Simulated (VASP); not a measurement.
Here is a VASP 6.6.1 calculation.

Contents of INCAR:

```
ALGO     = Normal         # electronic algorithm
EDIFF    = 1E-6           # SCF threshold, eV
ENCUT    = 520            # plane-wave cutoff, eV
GGA      = PE             # functional
ISIF     = 2              # what is computed and relaxed
ISMEAR   = 0              # smearing method
ISPIN    = 2              # spin polarisation
LASPH    = True           # aspherical terms in the spheres
LCHARG   = True           # write CHGCAR
LELF     = True           # ELF
LMAXMIX  = 4              # l up to which the mixer works
LORBIT   = 11             # projections on sites
LREAL    = False          # projectors in reciprocal space
LVHAR    = True         
LWAVE    = False          # write WAVECAR
MAGMOM   = 0.5 0 0 0      # initial moments
NBANDS   = 26             # bands
NELM     = 150            # most SCF steps
PREC     = Accurate       # precision mode
SIGMA    = 0.05           # smearing width, eV
```

The input KPOINTS:

```
k-points
0
Gamma
  10 10 10
```

File POSCAR:

```
ReF3
1.0
    4.0727436752      0.0000000000      0.0000000000
    0.0000000000      4.0727436752      0.0000000000
    0.0000000000      0.0000000000      4.0727436752
Re F
1 3
Direct
    0.0000000000      0.0000000000      0.0000000000
    0.5000000000      0.0000000000      0.0000000000
    0.0000000000      0.0000000000      0.5000000000
    0.0000000000      0.5000000000      0.0000000000
```

Potentials or basis: VASP PAW PBE potentials, release 64 (Re, F).

Run with:

```console
$ cat potpaw_PBE.64/Re/POTCAR potpaw_PBE.64/F/POTCAR > POTCAR
$ mpirun -np 1 vasp_std > vasp.out
```

Task: What does it give for the pressure?

Result: 0.8 GPa.

Task: Predict the band gap on the k mesh.

Result: Zero (filled and empty bands overlap).

Caveat: spin-orbit coupling is left out, which moves the levels of the heavy elements.
